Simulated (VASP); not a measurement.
A run of VASP 6.6.1 is set up as follows.

Contents of POSCAR:

```
LiF
1.0
    2.5249761380      0.0000000000      0.0000000000
    0.0000000000      2.5249761380      0.0000000000
    0.0000000000      0.0000000000      2.5249761380
Li F
1 1
Direct
    0.0000000000      0.0000000000      0.0000000000
    0.5000000000      0.5000000000      0.5000000000
```

File INCAR.step1:

```
SYSTEM = LiF
  PREC = Accurate
  ENCUT = 520
  EDIFF = 1E-5
  ISMEAR = -1
  SIGMA = 0.02
  LREAL = .FALSE.
  LASPH = .TRUE.
  NELM = 60
  ALGO = Normal
  ISIF = 2
  LWAVE = .TRUE.
  LCHARG = .FALSE.
  NBANDS = 12
  GGA = PE
```

The input INCAR.step2:

```
SYSTEM = LiF
  PREC = Accurate
  ENCUT = 520
  EDIFF = 1E-6
  ISMEAR = -1
  SIGMA = 0.02
  LREAL = .FALSE.
  LASPH = .TRUE.
  NELM = 60
  ALGO = Normal
  ISIF = 2
  LWAVE = .FALSE.
  LCHARG = .FALSE.
  GGA = PE
  LHFCALC = .TRUE.
  HFSCREEN = 0.2079
  PRECFOCK = Normal
  NBANDS = 12
  ISTART = 1
```

KPOINTS

```
regular mesh
0
G
  6 6 6
  0 0 0
```

Potentials or basis: VASP PAW PBE potentials, release 64 (Li_sv, F).

The run is started by

```console
$ cat potpaw_PBE.64/Li_sv/POTCAR potpaw_PBE.64/F/POTCAR > POTCAR
$ cp INCAR.step1 INCAR
$ mpirun -np 1 vasp_std > vasp.out
$ cp INCAR.step2 INCAR
$ mpirun -np 1 vasp_std > vasp.out
```

Task: Estimate the band gap on the k mesh.

Result: 10.07 eV (least direct gap 10.82 eV).

Caveat: the structure was generated, so it needn't be the stable form of LiF. A k mesh can miss the band edges.
